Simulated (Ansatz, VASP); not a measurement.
# Zn4SeS3: VASP beside Ansatz

```
Zn S Se
1.0
    -2.75784   -5.51445   -2.75811
    -5.51410    2.75644    2.75808
     0.00069    5.51387   -5.51575
Zn S Se
8 6 2
Direct
  0.49792 0.24553 0.87570
  0.49589 0.26338 0.37294
  0.01058 0.01490 0.50145
  0.00132 0.99751 0.00133
  0.51122 0.74569 0.63621
  0.99442 0.49175 0.75645
  0.49508 0.74457 0.11571
  0.99368 0.49677 0.24023
  0.62391 0.43245 0.66012
  0.12678 0.18671 0.78588
  0.62206 0.43743 0.15150
  0.12529 0.19213 0.27692
  0.62880 0.93826 0.90909
  0.12272 0.68643 0.02917
  0.62508 0.94087 0.40480
  0.12525 0.68563 0.53250
```

Alike in both runs: functional PBE; k mesh 4 × 4 × 4; occupations gaussian, width 0.1 eV; no spin polarisation.

Ansatz relaxed the structure, and its values are those at the end. VASP's run is a single point on that final structure, the one shown.

```csv
,VASP,Ansatz
version,VASP 6.6.1,Ansatz 0.2.0
potentials or method,"VASP PAW PBE potentials, release 64 (Zn, S, Se), cutoff 500 eV","scalar-relativistic, plane waves, PAW"
valence electrons in the cell,144,164
```

```csv
,VASP,Ansatz,Ansatz less VASP
gap on the k mesh at the Fermi level (eV),1.74,1.73,-0.006
least direct gap on the mesh (eV),1.74,1.73,-0.006
pressure (GPa),0.1,0.0,-0.15
rms of the force components (eV/Å),0.004,0.004,-0.0006
```

With one functional, cell and mesh, what is left measures potentials, basis and numerics. VASP's potentials hold 144 valence electrons a cell and Ansatz's 164, so a difference there can come from the potentials and not from the codes.
